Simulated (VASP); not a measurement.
Here is a VASP 6.6.1 calculation.

File INCAR:

```
ALGO = Normal
EDIFF = 1E-7
ENCUT = 520
GGA = PS
ISIF = 2
ISMEAR = -1
LASPH = T
LCHARG = F
LREAL = F
LWAVE = F
NBANDS = 33
NELM = 60
PREC = Accurate
SIGMA = 0.02
```

File KPOINTS:

```
k-points
0
Gamma
  8 8 8
```

File POSCAR:

```
TiO2
1.0
   -1.8846919695      1.8846919695      4.7773655184
    1.8846919695     -1.8846919695      4.7773655184
    1.8846919695      1.8846919695     -4.7773655184
Ti O
2 4
Direct
    0.0000000000      0.0000000000      0.0000000000
    0.7500000000      0.2500000000      0.5000000000
    0.9574864604      0.4574864604      0.5000000000
    0.2074864604      0.2074864604      0.0000000000
    0.5425135396      0.0425135396      0.5000000000
    0.7925135396      0.7925135396      0.0000000000
```

Potentials or basis: VASP PAW PBE potentials, release 64 (Ti_sv, O).

Launch:

```bash
$ cat potpaw_PBE.64/Ti_sv/POTCAR potpaw_PBE.64/O/POTCAR > POTCAR
$ mpirun -np 1 vasp_std > vasp.out
```

(1) Predict the largest force.

(2) What does it give for the pressure?

(3) Predict the band gap on the k mesh.

Results:

(1) 0.020 eV/Å.

(2) 0.7 GPa.

(3) 2.13 eV (least direct gap 2.42 eV).

Caveat: the PAW data sets were made with another functional, which shifts forces and pressure a little.
